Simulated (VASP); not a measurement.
Here is a VASP 6.6.1 calculation.

POSCAR

```
AlN
1.0
    0.0000000000      2.0390571358      2.0390571358
    2.0390571358      0.0000000000      2.0390571358
    2.0390571358      2.0390571358      0.0000000000
Al N
1 1
Direct
    0.0000000000      0.0000000000      0.0000000000
    0.5000000000      0.5000000000      0.5000000000
```

Contents of INCAR.step1:

```
SYSTEM = AlN
PREC = Accurate
ENCUT = 520
ISMEAR = 0
SIGMA = 0.01
LREAL = .FALSE.
LASPH = .TRUE.
NELM = 60
NBANDS = 11
GGA = PE
ALGO = Normal
EDIFF = 1E-4
LWAVE = .TRUE.
LCHARG = .FALSE.
```

File INCAR.step2:

```
SYSTEM = AlN
PREC = Accurate
ENCUT = 520
EDIFF = 1E-6
ISMEAR = 0
SIGMA = 0.01
LREAL = .FALSE.
LASPH = .TRUE.
NELM = 60
ALGO = Normal
ISIF = 2
LWAVE = .FALSE.
LCHARG = .FALSE.
METAGGA = R2SCAN
LMIXTAU = .TRUE.
NBANDS = 11
ISTART = 1
```

KPOINTS

```
regular mesh
0
G
  10 10 10
  0 0 0
```

Potentials or basis: VASP PAW PBE potentials, release 64 (Al, N).

The run is started by

```bash
$ cat potpaw_PBE.64/Al/POTCAR potpaw_PBE.64/N/POTCAR > POTCAR
$ cp INCAR.step1 INCAR
$ mpirun -np 1 vasp_std > vasp.out
$ cp INCAR.step2 INCAR
$ mpirun -np 1 vasp_std > vasp.out
```

(1) What does it give for the pressure?

(2) Estimate the band gap on the k mesh.

Answers

(1) -8.5 GPa.

(2) 5.23 eV, indirect (least direct gap 6.13 eV).

Caveat: the cell differs from its parent crystal (strain +1.0%); the PAW data sets were made with another functional, which shifts forces and pressure a little.
